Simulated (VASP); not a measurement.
# Bi (P-3m1) in VASP: single point with PBE

Aim: the single point of Bi with PBE.

All numbers are computed with VASP 6.6.1; they aren't measurements. Logs are shortened: lines on timing, memory, paths and dates and some standing lists are left out, and cuts for length are marked.

### 1 The cell of the first run

Symmetry: P-3m1, No. 164, trigonal system. The conventional cell has a = 4.506 Å, b = 4.506 Å, c = 9.502 Å, α = 90.00°, β = 90.00°, γ = 120.00°. Within 4.1 Å of Bi (site symmetry 3m) lie 4 Bi at 3.08 to 3.63 Å. Within 4.1 Å of Bi (site symmetry 3m) lie 6 Bi at 3.08 to 3.66 Å.

### 2 Single point, PBE

Input file INCAR:

```
SYSTEM = Bi
ALGO = Fast ; EDIFF = 1E-6
ENCUT = 520 ; GGA = PE
ISIF = 2 ; ISMEAR = 0
LASPH = .True. ; LCHARG = .False.
LREAL = .False. ; LWAVE = .False.
NBANDS = 70 ; NELM = 80
PREC = Accurate ; SIGMA = 0.2
```

Input file KPOINTS:

```
k-points
0
Gamma
  6 4 4
  0 0 0
```

Input file POSCAR:

```
Bi
1.0
    2.2530994042     -3.9024826426      0.0000000000
   -6.7592982126     -3.9024826426      0.0000000000
    0.0000000000      0.0000000000     -9.5016786546
Bi
8
Direct
    0.0000000000      0.0000000000      0.1907827113
    0.5000000000      0.5000000000      0.1907827113
    0.0000000000      0.0000000000      0.8092172887
    0.5000000000      0.5000000000      0.8092172887
    0.5000000000      0.8333333333      0.3647338082
    1.0000000000      0.3333333333      0.3647338082
    1.0000000000      0.6666666667      0.6352661918
    0.5000000000      0.1666666667      0.6352661918
```

Potentials or basis: VASP PAW PBE potentials, release 64 (Bi_d).

Started as:

```
$ cat potpaw_PBE.64/Bi_d/POTCAR > POTCAR
$ mpirun -np 1 vasp_std > vasp.out
```

OUTCAR:

```text
SYSTEM = Bi
   EDIFF = 1E-6
   ENCUT = 520
   GGA = PE
   ISIF = 2
   ISMEAR = 0
   LASPH = .True.
   LREAL = .False.
   NELM = 80
   PREC = Accurate

 ion  position               nearest neighbor table
   1  0.000  0.000  0.191-   6 3.08   5 3.08   5 3.08   3 3.63
   2  0.500  0.500  0.191-   5 3.08   6 3.08   6 3.08   4 3.63
   3  0.000  0.000  0.809-   7 3.08   8 3.08   8 3.08   1 3.63
   4  0.500  0.500  0.809-   8 3.08   7 3.08   7 3.08   2 3.63
   5  0.500  0.833  0.365-   2 3.08   1 3.08   1 3.08   7 3.66   7 3.66   8 3.66
   6  0.000  0.333  0.365-   1 3.08   2 3.08   2 3.08   8 3.66   8 3.66   7 3.66
   7  0.000  0.667  0.635-   3 3.08   4 3.08   4 3.08   5 3.66   5 3.66   6 3.66
   8  0.500  0.167  0.635-   4 3.08   3 3.08   3 3.08   6 3.66   6 3.66   5 3.66

  LATTYP: Found a simple orthorhombic cell.
 ALAT       =     4.5061988084
 B/A-ratio  =     1.7320508076
 C/A-ratio  =     2.1085795498

  Lattice vectors:

 A1 = (   2.2530994042,  -3.9024826426,   0.0000000000)
 A2 = (  -6.7592982126,  -3.9024826426,   0.0000000000)
 A3 = (   0.0000000000,   0.0000000000,  -9.5016786546)

Analysis of symmetry for initial positions (statically):
=====================================================================
 Subroutine PRICEL returns following result:

  LATTYP: Found a hexagonal cell.
 ALAT       =     4.5061988084
 C/A-ratio  =     2.1085795498

  Lattice vectors:

 A1 = (  -2.2530994042,   3.9024826426,   0.0000000000)
 A2 = (   4.5061988084,   0.0000000000,   0.0000000000)
 A3 = (   0.0000000000,   0.0000000000,  -9.5016786546)

   2 primitive cells build up your supercell.

 Routine SETGRP: Setting up the symmetry group for a
 simple orthorhombic supercell.

 Subroutine GETGRP returns: Found  4 space group operations
 (whereof  4 operations were pure point group operations)
 out of a pool of  8 trial point group operations.

The static configuration has the point symmetry C_2h.

Analysis of symmetry for dynamics (positions and initial velocities):
=====================================================================
 Subroutine PRICEL returns following result:

  LATTYP: Found a hexagonal cell.
 ALAT       =     4.5061988084
 C/A-ratio  =     2.1085795498

  Lattice vectors:

 A1 = (  -2.2530994042,   3.9024826426,   0.0000000000)
 A2 = (   4.5061988084,   0.0000000000,   0.0000000000)
[... 119 lines left out ...]
   IBRION =     -1    ionic relax: 0-MD 1-quasi-New 2-CG
   NFREE  =      0    steps in history (QN), initial steepest desc. (CG)
   ISIF   =      2    stress and relaxation
   ISYM   =      2    0-nonsym 1-usesym 2-fastsym
   POTIM  = 0.5000    time-step for ionic-motion
   TEBEG  =    0.0;   TEEND  =   0.0 temperature during run
   PSTRESS=    0.0 pullay stress
   NELECT =     120.0000    total number of electrons
   NUPDOWN=      -1.0000    fix difference up-down
   EMIN   =  10.00;   EMAX   =-10.00  energy-range for DOS
   EFERMI =   0.00;   METHOD = LEGACY
   ISMEAR =     0;   SIGMA  =   0.20  broadening in eV -4-tet -1-fermi 0-gaus
   EFERMI_NEDOS =   21; number of points for ismear=-14 and -15
   IALGO  =     68    algorithm
   IMIX   =      4    mixing-type and parameters
     AMIX     =   0.40;   BMIX     =  1.00
     AMIX_MAG =   1.60;   BMIX_MAG =  1.00
  volume/ion in A,a.u.               =      41.77       281.90
  Fermi-wavevector in a.u.,A,eV,Ry     =   1.163612  2.198907 18.422178  1.353992
  Thomas-Fermi vector in A             =   2.300159
   LORBIT       =      0    0 simple, 1 ext, 2 COOP (PROOUT), +10 PAW based schemes
   GGA     = PE    functional components
   LHFCALC =     F    Hartree Fock is set to
   AEXX    =    0.0000 exact exchange contribution
   IVDW    =     0    specifies the selected vdW correction
   LEPSILON=     F    determine dielectric tensor
   LRPA    =     F    only Hartree local field effects (RPA)
 non-spin polarized calculation
 RMM-DIIS sequential band-by-band and
 Gauss-broadening in eV      SIGMA  =   0.20
  energy-cutoff  :      520.00
  volume of cell :      334.18
 maximum number of plane-waves:      9051
 NGX is ok and might be reduce to    36
   NGX = 17   NGY = 29   NGZ = 35

 number of electron     119.9999982 magnetization

 Free energy of the ion-electron system (eV)
  ---------------------------------------------------
  ext. energy  EPLUGINS =         0.00000000
  ---------------------------------------------------
  free energy    TOTEN  =       -30.73528582 eV

  energy without entropy =      -30.70192205  energy(sigma->0) =      -30.71860393

 E-fermi :   4.8624     XC(G=0):  -8.5978

 val. band max:        4.8000192500   @ k =  -0.0000   0.2500   0.0000
 cond. band min:       4.8724156762   @ k =   0.1667  -0.0000   0.2500
 fundamental gap:      0.0723964262
 Fermi energy:         4.8624355933

 k-point     1 :       0.0000    0.0000    0.0000
  band No.  band energies     occupation
      1     -18.1352      2.00000
      2     -18.1327      2.00000
      3     -18.1244      2.00000
      4     -18.1082      2.00000
      5     -18.1056      2.00000
      6     -18.0919      2.00000
[... 1741 lines left out ...]
     69       7.9576      0.00000
     70       7.9677      0.00000

 [... further k-points ...]

------------------------ aborting loop because EDIFF is reached ----------------------------------------

  FORCE on cell =-STRESS in cart. coord.  units (eV):
  Direction    XX          YY          ZZ          XY          YZ          ZX
  --------------------------------------------------------------------------------------
  -------------------------------------------------------------------------------------
  Total       -0.1358244      0.1211836     -0.4273040     -0.2225755      0.0317262      0.0549516
  in kB       -0.6511886      0.5809957     -2.0486411     -1.0671028      0.1521065      0.2634569
  external PRESSURE =      -0.7062780 kB  Pullay stress =       0.0000000 kB

 VOLUME and BASIS-vectors are now :
 -----------------------------------------------------------------------------
  energy-cutoff  :      520.00
  volume of cell :      334.18
      direct lattice vectors                 reciprocal lattice vectors
     2.253099404 -3.902482643  0.000000000     0.110958265 -0.192185352  0.000000000
    -6.759298213 -3.902482643  0.000000000    -0.110958265 -0.064061784  0.000000000
     0.000000000  0.000000000 -9.501678655     0.000000000  0.000000000 -0.105244561

 POSITION                                       TOTAL-FORCE (eV/Angst)
 -----------------------------------------------------------------------------------
      0.00000      0.00000     -1.81276         0.017250      0.009959      0.007553
     -2.25310     -3.90248     -1.81276         0.017250      0.009959      0.007553
      0.00000      0.00000     -7.68892        -0.017250     -0.009959     -0.007553
     -2.25310     -3.90248     -7.68892        -0.017250     -0.009959     -0.007553
     -4.50620     -5.20331     -3.46558        -0.015724     -0.009078      0.011932
     -2.25310     -1.30083     -3.46558        -0.015724     -0.009078      0.011932
     -4.50620     -2.60166     -6.03610         0.015724      0.009078     -0.011932
     -0.00000     -2.60166     -6.03610         0.015724      0.009078     -0.011932
 -----------------------------------------------------------------------------------
    total drift:                               -0.000000     -0.000000     -0.000000

  FREE ENERGIE OF THE ION-ELECTRON SYSTEM (eV)
  ---------------------------------------------------
  free  energy   TOTEN  =       -30.7352858172 eV

  energy  without entropy=      -30.7019220458  energy(sigma->0) =      -30.71860393
```

It took 30 min on 1 thread of Oxide Virtual Turin-like, shared host; peak memory 0.73 GiB.

Results:

| Property | Result |
| --- | --- |
| Free energy | -30.7353 eV |
| Pressure | -0.1 GPa |
| Largest force | 0.022 eV/Å |
| Band gap on the k mesh | zero (bands 60 and 61 overlap by 0.08 eV) |

Forces on the atoms (eV/Å):
```
Bi   0.017  0.010  0.008
Bi   0.017  0.010  0.008
Bi  -0.017 -0.010 -0.008
Bi  -0.017 -0.010 -0.008
Bi  -0.016 -0.009  0.012
Bi  -0.016 -0.009  0.012
Bi   0.016  0.009 -0.012
Bi   0.016  0.009 -0.012
```

Stress tensor (GPa, compression positive):
```
-0.07 -0.11  0.03
-0.11  0.06  0.02
 0.03  0.02 -0.20
```

Caveat: spin-orbit coupling is left out, which moves the levels of the heavy elements.
